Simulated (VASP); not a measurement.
Input of a VASP 6.6.1 run:

Contents of INCAR:

```
SYSTEM = MgS
PREC = Accurate ; ENCUT = 600
EDIFF = 1E-6 ; ISMEAR = 0
SIGMA = 0.05 ; LREAL = .FALSE.
LASPH = .TRUE. ; NELM = 120
ALGO = Normal ; ISIF = 2
LWAVE = .FALSE. ; LCHARG = .FALSE.
GGA = PS ; NBANDS = 11
GGA_COMPAT = .FALSE.
```

Contents of KPOINTS:

```
regular mesh
0
G
  8 8 8
  0 0 0
```

File POSCAR:

```
MgS
1.0
    0.0000000000      2.6016500000      2.4975840000
    2.6016500000      0.0000000000      2.4975840000
    2.6016500000      2.6016500000      0.0000000000
Mg S
1 1
Direct
    0.0000000000      0.0000000000      0.0000000000
    0.5000000000      0.5000000000      0.5000000000
```

Potentials or basis: VASP PAW PBE potentials, release 64 (Mg, S).

The run is started by

```console
$ cat potpaw_PBE.64/Mg/POTCAR potpaw_PBE.64/S/POTCAR > POTCAR
$ mpirun -np 1 vasp_std > vasp.out
```

Q: Estimate the band gap on the k mesh.

A: 2.60 eV, indirect (least direct gap 3.86 eV).

Q: Estimate the pressure.

A: 2.5 GPa.

Stress tensor (GPa, compression positive):
```
0.61 0.00 0.00
0.00 0.61 0.00
0.00 0.00 6.23
```

Caveat: the cell differs from its parent crystal (strain +0.000 along x and y, -0.040 along z); the PAW data sets were made with another functional, which shifts forces and pressure a little. A k mesh can miss the band edges.
